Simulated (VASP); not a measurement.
Wanted: the native input for a VASP 6.6.1 run.

```
Task                   : single point
Functional             : PBE
Potentials or basis    : VASP PAW PBE potentials, release 64 (Br)
Cutoff                 : 520 eV
k mesh                 : 14 × 14 × 14
Occupations            : fermi-dirac, width 0.0612256 eV
Spin                   : no spin polarisation
Dipole correction      : no
Further INCAR settings : ALGO = Normal; EDIFF = 1e-07; NBANDS = 14
```

The structure of Br lies in POSCAR:

```
Br
1.0
    0.0000000000      3.4819845874      3.4819845874
    3.4819845874      0.0000000000      3.4819845874
    3.4819845874      3.4819845874      0.0000000000
Br
2
Direct
    0.0000000000      0.0000000000      0.0000000000
    0.2500000000      0.2500000000      0.2500000000
```

These files were run (other wordings do the same):

INCAR

```
PREC     = Accurate       # precision mode
ENCUT    = 520            # plane-wave cutoff, eV
EDIFF    = 1E-7           # SCF threshold, eV
ISMEAR   = -1             # smearing method
SIGMA    = 0.06122561905347299 # smearing width, eV
LREAL    = False          # projectors in reciprocal space
LASPH    = True           # aspherical terms in the spheres
NELM     = 80             # most SCF steps
ALGO     = Normal         # electronic algorithm
ISIF     = 2              # what is computed and relaxed
LWAVE    = False          # write WAVECAR
LCHARG   = False          # write CHGCAR
GGA      = PE             # functional
NBANDS   = 14             # bands
```

KPOINTS

```
Automatic mesh
0
Gamma
  14 14 14
```

Potentials or basis: VASP PAW PBE potentials, release 64 (Br).

The run is started by

```bash
$ cat potpaw_PBE.64/Br/POTCAR > POTCAR
$ mpirun -np 1 vasp_std > vasp.out
```

It gave:

| Item | Value |
| --- | --- |
| Pressure | 0.3 GPa |
| Band gap on the k mesh | zero (band 7 reaches -0.83 eV, above the bottom of band 8 at -2.07 eV) |

Wall time 100 s on 1 thread of AMD EPYC 9R45 (Zen 5) (shared host), peak memory 0.25 GiB.
